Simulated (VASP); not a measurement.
A run of VASP 6.6.1 is set up as follows.

INCAR

```
  ALGO = Normal
  EDIFF = 1E-8
  ENCUT = 520
  GGA = PS
  IBRION = 8
  ISIF = 2
  ISMEAR = 0
  LASPH = True
  LCHARG = False
  LREAL = False
  LWAVE = False
  NELM = 60
  NSW = 1
  PREC = Accurate
  SIGMA = 0.01
```

KPOINTS

```
k-points
0
Gamma
  10 10 10
```

Contents of POSCAR:

```
SnTe
1.0
    0.0000000000      3.1229026302      3.1229026302
    3.1229026302      0.0000000000      3.1229026302
    3.1229026302      3.1229026302      0.0000000000
Sn Te
1 1
Direct
    0.0000000000      0.0000000000      0.0000000000
    0.5000000000      0.5000000000      0.5000000000
```

Potentials or basis: VASP PAW PBE potentials, release 64 (Sn_d, Te).

The run is started by

```bash
$ cat potpaw_PBE.64/Sn_d/POTCAR potpaw_PBE.64/Te/POTCAR > POTCAR
$ mpirun -np 1 vasp_std > vasp.out
```

Problem. Estimate the highest phonon frequency at Γ, LO-TO splitting left out.

Solution. 41 cm⁻¹.

Phonon frequencies in cm⁻¹ (negative: imaginary):
```csv
q point,frequencies
"(0.000, 0.000, 0.000)",0 0 0 41 41 41
```

Caveat: the cell wasn't relaxed at this level first, which shifts response properties.
